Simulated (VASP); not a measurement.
Input of a VASP 6.6.1 run:

Contents of INCAR:

```
SYSTEM = Hg3PdBr3Cl2
ALGO = Normal
EDIFF = 1E-6
ENCUT = 520
GGA = PE
ISIF = 2
ISMEAR = 0
LASPH = .True.
LCHARG = .False.
LREAL = .False.
LWAVE = .False.
NBANDS = 50
NELM = 60
PREC = Accurate
SIGMA = 0.1
```

File KPOINTS:

```
k-points
0
Gamma
  6 6 4
  0 0 0
```

POSCAR

```
Hg3PdBr3Cl2
1.0
    5.4155714827      0.0000000000      0.0000000000
    0.0000000000      5.4155714827      0.0000000000
    0.0000000000      0.0000000000     10.4221629877
Hg Pd Br Cl
3 1 3 2
Direct
    0.0000000000      0.5000000000      0.0000000000
    0.5000000000      0.0000000000      0.0000000000
    0.5000000000      0.5000000000      0.5000000000
    0.0000000000      0.0000000000      0.0000000000
    0.0000000000      0.0000000000      0.2378307950
    0.0000000000      0.0000000000      0.7621692050
    0.0000000000      0.0000000000      0.5000000000
    0.5000000000      0.5000000000      0.7198655482
    0.5000000000      0.5000000000      0.2801344518
```

Potentials or basis: VASP PAW PBE potentials, release 64 (Hg, Pd, Br, Cl).

Run with:

```sh
$ cat potpaw_PBE.64/Hg/POTCAR potpaw_PBE.64/Pd/POTCAR potpaw_PBE.64/Br/POTCAR potpaw_PBE.64/Cl/POTCAR > POTCAR
$ mpirun -np 1 vasp_std > vasp.out
```

**Question.** Predict the pressure.

**Answer.** 0.1 GPa.

**Question.** What does it give for the largest force?

**Answer.** 0.111 eV/Å.

**Question.** Estimate the band gap on the k mesh.

**Answer.** Zero (an odd number of electrons rules out a gap without spin polarisation).

Stress tensor (GPa, compression positive):
```
0.07 0.00 0.00
0.00 0.07 0.00
0.00 0.00 0.24
```

Caveat: spin-orbit coupling is left out, which moves the levels of the heavy elements; an odd number of electrons without spin polarisation forces a metal; a magnetic or distorted state may lie lower.
